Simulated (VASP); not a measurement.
Zn:

```
Zn
1.0
     0.00000    1.96478    1.96478
     1.96478    0.00000    1.96478
     1.96478    1.96478    0.00000
Zn
1
Direct
  0.00000 0.00000 0.00000
```

This isn't the form of Zn at room conditions, which is hcp.

| Quantity | Value |
| --- | --- |
| Program | VASP 6.6.1 |
| Task | relaxation of cell and atoms |
| Functional | BLYP |
| Dispersion | D3(BJ) |
| Potentials or basis | VASP PAW PBE potentials, release 64 (Zn) |
| Cutoff | 600 eV |
| k mesh | 12 × 12 × 12 |
| Occupations | fermi-dirac, width 0.05 eV |
| Spin | no spin polarisation |

At the start: pressure -3.6 GPa; volume 15.17 Å³/atom.

Where does the relaxation end?

Over 3 steps the energy falls by 9.4 meV/atom and the volume is 14.36 Å³/atom (-5.3 %); space group Fm-3m (No. 225, to 0.1 Å) before and after.

The path:
```
step  energy change (eV)  largest force (eV/Å)  pressure (GPa)  volume (Å³)
   1              0.0000                0.0000           -3.57        15.17
   2             -0.0094                0.0000           -0.39        14.44
   3             -0.0094                0.0000            0.00        14.36
```

Final structure:
```cif
data_structure
_symmetry_space_group_name_H-M 'P 1'
_symmetry_Int_Tables_number 1
_cell_length_a 2.7285
_cell_length_b 2.7285
_cell_length_c 2.7285
_cell_angle_alpha 60.000
_cell_angle_beta 60.000
_cell_angle_gamma 60.000
_cell_volume 14.36
loop_
_atom_site_label
_atom_site_type_symbol
_atom_site_fract_x
_atom_site_fract_y
_atom_site_fract_z
_atom_site_occupancy
Zn1 Zn 0.00000 0.00000 0.00000 1
```

Caveat: the PAW data sets were made with another functional, which shifts forces and pressure a little.
